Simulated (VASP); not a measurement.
Runs of VASP 6.6.1 on B2P. The structure is that of space group I4_1/amd (No. 141), or close to it. The cells are those of the table. 

```csv
task,cell,k mesh,cutoff (eV),gap on the mesh (eV),pressure (GPa),largest force (eV/Å)
single point,"a = 6.528 Å, angles 137.7, 137.7, 61.4°, 12 atoms",6 × 6 × 6,520,none,-0.1,(a)
single point,"a = 6.540 Å, angles 137.8, 137.8, 61.3°, 12 atoms",12 × 12 × 12,520,none,-0.2,0.01
single point,"a = 6.504 Å, angles 142.0, 142.0, 54.8°, 12 atoms",6 × 6 × 6,520,none,42.9,(b)
relaxation of cell and atoms,"relaxed from a = 6.504 Å, angles 142.0, 142.0, 54.8°, 12 atoms",6 × 6 × 6,600,none,0.0,0.01
```

Alike in all rows: level PBE; potentials or basis VASP PAW PBE potentials, release 64 (B, P); no spin polarisation; smearing gaussian 0.1 eV.

Task: Estimate the missing entries.

Result: (a) 0.02; (b) 2.48.

Caveats: forces of over 1 eV/Å act on the atoms, so gaps and moduli don't describe the material at rest (some runs).

A gap of «none» marks levels without a gap at the run's occupations.
